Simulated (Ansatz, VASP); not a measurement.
# Se: VASP beside Ansatz

File INCAR:

```
SYSTEM = Se
ALGO = Normal
EDIFF = 1E-6
ENCUT = 500
GGA = PE
GGA_COMPAT = .FALSE.
ISIF = 2
ISMEAR = 0
LASPH = .TRUE.
LCHARG = .FALSE.
LREAL = .FALSE.
LWAVE = .FALSE.
NBANDS = 13
NELM = 120
PREC = Accurate
SIGMA = 0.1
```

The input KPOINTS:

```
k-points
0
G
  6 6 6
  0 0 0
```

POSCAR

```
Se
1.0
    0.0000000000      3.1255665700      3.1255665700
    3.1255665700      0.0000000000      3.1255665700
    3.1255665700      3.1255665700      0.0000000000
Se
2
Direct
    0.5000000000      0.5000000000      0.5000000000
    0.7500000000      0.7500000000      0.7500000000
```

Input for Ansatz:

```yaml
crystal:
  lattice:
    - [0.0, 3.12556657, 3.12556657]
    - [3.12556657, 0.0, 3.12556657]
    - [3.12556657, 3.12556657, 0.0]
  atoms:
    - { symbol: Se, position: [0.5, 0.5, 0.5] }
    - { symbol: Se, position: [0.75, 0.75, 0.75] }
basis:
  ecutwfc: 420
kpoints:
  mp_grid: { grid: [6, 6, 6] }
hamiltonian:
  xc: pbe
scf:
  occupations: { method: gaussian, width: 0.1 }
output:
  forces: true
  stress: true
  eigenvalues: true
```

Alike in both runs: task single point; functional PBE; k mesh 6 × 6 × 6; occupations gaussian, width 0.1 eV; no spin polarisation.

|  | VASP | Ansatz |
| --- | --- | --- |
| version | VASP 6.6.1 | Ansatz 0.2.0 |
| potentials or method | VASP PAW PBE potentials, release 64 (Se), cutoff 500 eV | scalar-relativistic, plane waves, PAW |
| valence electrons in the cell | 12 | 32 |

```tsv
	VASP	Ansatz	Ansatz less VASP
gap on the k mesh at the Fermi level (eV)	none	none	-
pressure (GPa)	1.6	1.6	-0.03
```

A gap of «none» marks a metal or a gap that the smearing closes. VASP's potentials hold 12 valence electrons a cell and Ansatz's 32, so a difference there can come from the potentials and not from the codes.
